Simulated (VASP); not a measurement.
# ZnO (P6_3mc) in VASP: a series of runs, part 2 of 2

VASP 6.6.1. The steps go on from the part before.

## 3. Single point, r2SCAN+rVV10

This run uses another cell than the first one, of 11.70 Å³/atom.

File POSCAR:

```
ZnO
1.0
    3.2255222353      0.0000000000      0.0000000000
   -1.6127611176      2.7933841962      0.0000000000
    0.0000000000      0.0000000000      5.1951400106
Zn O
2 2
Direct
    0.3333333333      0.6666666667      0.0016798140
    0.6666666667      0.3333333333      0.5016798140
    0.3333333333      0.6666666667      0.3813201860
    0.6666666667      0.3333333333      0.8813201860
```

File INCAR.step1:

```
  ALGO = Normal
  EDIFF = 1E-4
  ENCUT = 520
  GGA = PE
  ISMEAR = 0
  LASPH = T
  LCHARG = F
  LREAL = F
  LWAVE = T
  NBANDS = 26
  NELM = 60
  PREC = Accurate
  SIGMA = 0.02
```

File INCAR.step2:

```
  ALGO = Normal
  BPARAM = 11.95
  CPARAM = 0.0093
  EDIFF = 1E-6
  ENCUT = 520
  ISIF = 2
  ISMEAR = 0
  ISTART = 1
  IVDW_NL = 2
  LASPH = T
  LCHARG = F
  LMIXTAU = T
  LREAL = F
  LUSE_VDW = T
  LWAVE = F
  METAGGA = R2SCAN
  NBANDS = 26
  NELM = 60
  PREC = Accurate
  SIGMA = 0.02
```

File KPOINTS:

```
k-points
0
Gamma
  9 9 6
```

Potentials or basis: VASP PAW PBE potentials, release 64 (Zn, O).

The run is started by

```sh
$ cat potpaw_PBE.64/Zn/POTCAR potpaw_PBE.64/O/POTCAR > POTCAR
$ cp INCAR.step1 INCAR
$ mpirun -np 1 vasp_std > vasp.out
$ cp INCAR.step2 INCAR
$ mpirun -np 1 vasp_std > vasp.out
```

OUTCAR:

```text
BPARAM = 11.95
   EDIFF = 1E-6
   ENCUT = 520
   ISIF = 2
   ISMEAR = 0
   ISTART = 1
   IVDW_NL = 2
   LASPH = T
   LREAL = F
   METAGGA = R2SCAN
   NELM = 60
   PREC = Accurate

 ion  position               nearest neighbor table
   1  0.333  0.667  0.002-   4 1.96   4 1.96   4 1.96   3 1.97
   2  0.667  0.333  0.502-   3 1.96   3 1.96   3 1.96   4 1.97
   3  0.333  0.667  0.381-   2 1.96   2 1.96   2 1.96   1 1.97
   4  0.667  0.333  0.881-   1 1.96   1 1.96   1 1.96   2 1.97

[... 900 lines left out ...]
  FORCE on cell =-STRESS in cart. coord.  units (eV):
  Direction    XX          YY          ZZ          XY          YZ          ZX
  --------------------------------------------------------------------------------------
  -------------------------------------------------------------------------------------
  Total        0.3041669      0.3041669      0.3298753      0.0000000     -0.0000000      0.0000000
  in kB       10.4110502     10.4110502     11.2909995      0.0000000     -0.0000000      0.0000000
  external PRESSURE =      10.7043666 kB  Pullay stress =       0.0000000 kB

 VOLUME and BASIS-vectors are now :
 -----------------------------------------------------------------------------
  energy-cutoff  :      520.00
  volume of cell :       46.81
      direct lattice vectors                 reciprocal lattice vectors
     3.225522235  0.000000000  0.000000000     0.310027316  0.178994354  0.000000000
    -1.612761118  2.793384196  0.000000000     0.000000000  0.357988708  0.000000000
     0.000000000  0.000000000  5.195140011     0.000000000  0.000000000  0.192487594

 POSITION                                       TOTAL-FORCE (eV/Angst)
 -----------------------------------------------------------------------------------
     -0.00000      1.86226      0.00873         0.000000     -0.000000     -0.008144
      1.61276      0.93113      2.60630        -0.000000      0.000000     -0.008144
     -0.00000      1.86226      1.98101        -0.000000     -0.000000      0.008144
      1.61276      0.93113      4.57858        -0.000000     -0.000000      0.008144
 -----------------------------------------------------------------------------------
    total drift:                                0.000000      0.000001     -0.075408

  FREE ENERGIE OF THE ION-ELECTRON SYSTEM (eV)
  ---------------------------------------------------
  free  energy   TOTEN  =       -35.2482997416 eV

  energy  without entropy=      -35.2482997416  energy(sigma->0) =      -35.24829974
```

OUTCAR.step1:

```text
EDIFF = 1E-4
   ENCUT = 520
   GGA = PE
   ISMEAR = 0
[... 928 lines left out ...]
     -0.00000      1.86226      0.00873         0.000000     -0.000000      0.003583
      1.61276      0.93113      2.60630        -0.000000      0.000000      0.003583
     -0.00000      1.86226      1.98101        -0.000000     -0.000000     -0.003583
      1.61276      0.93113      4.57858         0.000000     -0.000000     -0.003583
 -----------------------------------------------------------------------------------
    total drift:                               -0.000000     -0.000000      0.003276

  FREE ENERGIE OF THE ION-ELECTRON SYSTEM (eV)
  ---------------------------------------------------
  free  energy   TOTEN  =       -17.7867362725 eV

  energy  without entropy=      -17.7867362725  energy(sigma->0) =      -17.78673627
```

It took 83 s on 1 thread of Intel Xeon 6975P-C (Granite Rapids), shared host; peak memory 0.29 GiB.

What came out:

```yaml
Free_energy: -35.2483 eV
Pressure: 1.1 GPa
Largest_force: 0.008 eV/Å
Band_gap_on_the_k_mesh: 1.19 eV
```

Forces on the atoms (eV/Å):
```
Zn   0.000  0.000 -0.008
Zn   0.000  0.000 -0.008
O    0.000  0.000  0.008
O    0.000  0.000  0.008
```

Stress tensor (GPa, compression positive):
```
1.04 0.00 0.00
0.00 1.04 0.00
0.00 0.00 1.13
```

Caveat: the PAW data sets were made with another functional, which shifts forces and pressure a little. r2SCAN opens gaps a little over a GGA but as a rule still falls short of measured ones.

## 4. Relaxation of cell and atoms, r2SCAN+rVV10

File POSCAR:

```
ZnO
1.0
    3.2494000000      0.0000000000      0.0000000000
   -1.6247000000      2.8140629500      0.0000000000
    0.0000000000      0.0000000000      5.2038000000
Zn O
2 2
Direct
    0.3333333300      0.6666666700      0.0000000000
    0.6666666700      0.3333333300      0.5000000000
    0.3333333300      0.6666666700      0.3830000000
    0.6666666700      0.3333333300      0.8830000000
```

File INCAR.step1:

```
SYSTEM = ZnO
PREC = Accurate
ENCUT = 600
ISMEAR = 0
SIGMA = 0.02
LREAL = .FALSE.
LASPH = .TRUE.
NELM = 80
GGA = PE
ALGO = Normal
EDIFF = 1E-4
LWAVE = .TRUE.
LCHARG = .FALSE.
```

File INCAR.step2:

```
SYSTEM = ZnO
PREC = Accurate
ENCUT = 600
EDIFF = 1E-6
ISMEAR = 0
SIGMA = 0.02
LREAL = .FALSE.
LASPH = .TRUE.
NELM = 80
ALGO = Normal
ISIF = 3
LWAVE = .FALSE.
LCHARG = .FALSE.
METAGGA = R2SCAN
LMIXTAU = .TRUE.
LUSE_VDW = .TRUE.
IVDW_NL = 2
BPARAM = 11.95
CPARAM = 0.0093
IBRION = 2
NSW = 100
EDIFFG = -0.002
ISTART = 1
```

File KPOINTS:

```
regular mesh
0
G
  9 9 6
  0 0 0
```

The run is started by

```sh
$ cat potpaw_PBE.64/Zn/POTCAR potpaw_PBE.64/O/POTCAR > POTCAR
$ cp INCAR.step1 INCAR
$ mpirun -np 1 vasp_std > vasp.out
$ cp INCAR.step2 INCAR
$ mpirun -np 1 vasp_std > vasp.out
```

Run time: 26 min. Hardware: 1 thread of Intel Xeon 6975P-C (Granite Rapids), shared host; peak memory 0.35 GiB.

Results (log left out):

```
Free energy                           : -35.2580 eV
Relaxed volume                        : 11.77 Å³/atom
Relaxed cell                          : a = 3.228 Å, b = 3.228 Å, c = 5.216 Å, α = 90.00°, β = 90.00°, γ = 120.00°
Space group after relaxing (to 0.1 Å) : P6_3mc (No. 186)
Energy gained by relaxing             : 1.1 meV/atom
Ionic steps                           : 16
Pressure after relaxing               : 0.0 GPa
Band gap on the k mesh                : 1.18 eV
```

The path:
```csv
step,energy change (eV),largest force (eV/Å),pressure (GPa),volume (Å³)
1,0.0000,0.0673,-1.65,47.58
2,-0.0030,0.0102,1.05,46.75
3,-0.0037,0.0278,0.22,46.98
4,-0.0037,0.0313,0.07,47.03
5,-0.0039,0.0198,0.03,47.05
6,-0.0041,0.0163,-0.05,47.08
7,-0.0043,0.0123,-0.05,47.08
8,-0.0045,0.0014,-0.04,47.08
9,-0.0043,0.0178,-0.03,47.08
10,-0.0045,0.0039,-0.03,47.08
11,-0.0045,0.0048,-0.02,47.08
12,-0.0045,0.0114,-0.04,47.08
13,-0.0045,0.0071,-0.03,47.08
14,-0.0045,0.0059,-0.03,47.08
15,-0.0045,0.0052,-0.03,47.08
16,-0.0046,0.0019,-0.01,47.07
```

Final structure:
```cif
data_structure
_symmetry_space_group_name_H-M 'P 1'
_symmetry_Int_Tables_number 1
_cell_length_a 3.2282
_cell_length_b 3.2282
_cell_length_c 5.2156
_cell_angle_alpha 90.000
_cell_angle_beta 90.000
_cell_angle_gamma 120.000
_cell_volume 47.07
loop_
_atom_site_label
_atom_site_type_symbol
_atom_site_fract_x
_atom_site_fract_y
_atom_site_fract_z
_atom_site_occupancy
Zn1 Zn 0.33333 0.66667 0.00224 1
Zn2 Zn 0.66667 0.33333 0.50224 1
O1 O 0.33333 0.66667 0.38076 1
O2 O 0.66667 0.33333 0.88076 1
```

Levels at points of the mesh, in eV from the valence-band top:
```
           k point  band 14  band 15  band 16  band 17  band 18  band 19  band 20  band 21  band 22
(0.00, 0.00, 0.00)    -0.82    -0.82    -0.10     0.00     0.00     1.18     5.86     8.76    13.74
(0.00, 0.00, 0.50)    -2.26    -0.41    -0.41    -0.41    -0.41     3.90     3.90    10.78    10.78
```

Caveat: the PAW data sets were made with another functional, which shifts forces and pressure a little.

## 5. Summary

| task | cell | k mesh | cutoff (eV) | smearing | gap on the mesh (eV) | pressure (GPa) | largest force (eV/Å) |
| --- | --- | --- | --- | --- | --- | --- | --- |
| single point | a = 3.249, b = 3.249, c = 5.204 Å, angles 90.0, 90.0, 120.0°, 4 atoms, atomic positions A | 6 × 6 × 4 | 520 | gaussian 0.1 eV | 1.17 | -1.4 | 0.05 |
| single point | a = 3.226, b = 3.226, c = 5.195 Å, angles 90.0, 90.0, 120.0°, 4 atoms, atomic positions B | 9 × 9 × 6 | 520 | gaussian 0.02 eV | 1.19 | 1.1 | 0.01 |
| relaxation of cell and atoms | relaxed from a = 3.249, b = 3.249, c = 5.204 Å, angles 90.0, 90.0, 120.0°, 4 atoms, atomic positions A | 9 × 9 × 6 | 600 | gaussian 0.02 eV | 1.18 | 0.0 | - |

Alike in all rows: level r2SCAN+rVV10; potentials or basis VASP PAW PBE potentials, release 64 (Zn, O); no spin polarisation.

Caveats: the PAW data sets were made with another functional, which shifts forces and pressure a little.

Absolute energies hang on the potentials; compare differences alone.
